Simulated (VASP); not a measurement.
The system is CoO.

```xyz
2
Lattice="0.0000 2.1290 2.1290 2.1290 0.0000 2.1290 2.1290 2.1290 0.0000" Properties=species:S:1:pos:R:3 pbc="T T T"
O     2.1290    2.1290    2.1290
Co    0.0000    0.0000    0.0000
```

Base run:

```yaml
Program: VASP 6.6.1
Functional: PBE
Potentials_or_basis: VASP PAW PBE potentials, release 64 (O, Co)
Cutoff: 520 eV
k_mesh: 8 × 8 × 8
Occupations: tetrahedron
Spin: collinear spin, ferromagnetic start
Starting_moments: "[0.0, 3.0] μB"
Hubbard_terms: Co d U = 3.32 eV
```

Its results: band gap on the k mesh zero (filled and empty bands overlap); pressure -2.1 GPa; net moment 3.00 μB per cell; site moments O +0.26; Co +2.73 μB.

**Question.** The run is repeated on the same cell with these changes: occupations from tetrahedron to fermi-dirac, width 0.03 eV; further incar settings from ALGO = Normal; EDIFF = 1e-06; NBANDS = 18 to ALGO = Normal; EDIFF = 1e-07; NBANDS = 18. What comes out?

**Answer.** Band gap on the k mesh zero (filled and empty bands overlap); pressure -1.5 GPa; net moment 3.00 μB per cell; site moments O +0.26; Co +2.73 μB.

Caveats: a cell with one magnetic atom can't hold antiferromagnetic order, which such compounds often take; tetrahedron occupations give inexact forces and stress in metals (some runs).
